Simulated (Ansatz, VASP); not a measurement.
# One calculation of Hf3C4, two programs

```
Hf C
1.0
     5.30935    0.00000    0.00000
    -2.65468    4.59803    0.00000
     0.00000    0.00000    5.24709
Hf C
3 4
Direct
  0.00000 0.00000 0.00000
  0.66667 0.33333 0.00000
  0.33333 0.66667 0.00000
  0.00000 0.00000 0.61862
  0.00000 0.00000 0.38138
  0.33333 0.66667 0.50000
  0.66667 0.33333 0.50000
```

Alike in both runs: functional PBE; k mesh 12 × 12 × 8; occupations gaussian, width 0.1 eV; no spin polarisation.

Ansatz relaxed the structure, and its values are those at the end. VASP's run is a single point on that final structure, the one shown.

|  | VASP | Ansatz |
| --- | --- | --- |
| version | VASP 6.6.1 | Ansatz 0.2.0 |
| potentials or method | VASP PAW PBE potentials, release 64 (Hf_pv, C), cutoff 520 eV | scalar-relativistic, plane waves, PAW |
| valence electrons in the cell | 46 | 94 |

VASP gave:

| Quantity | Value |
| --- | --- |
| gap on the k mesh at the Fermi level (eV) | none |
| pressure (GPa) | 0.0 |
| rms of the force components (eV/Å) | 0.005 |

Problem. What did Ansatz give for the same quantities?

Solution. gap on the k mesh at the Fermi level (eV): none; pressure (GPa): 0.0; rms of the force components (eV/Å): 0.002.

A gap of «none» marks a metal or a gap that the smearing closes. With one functional, cell and mesh, what is left measures potentials, basis and numerics. VASP's potentials hold 46 valence electrons a cell and Ansatz's 94, so a difference there can come from the potentials and not from the codes.

Neither program's run includes spin-orbit coupling.
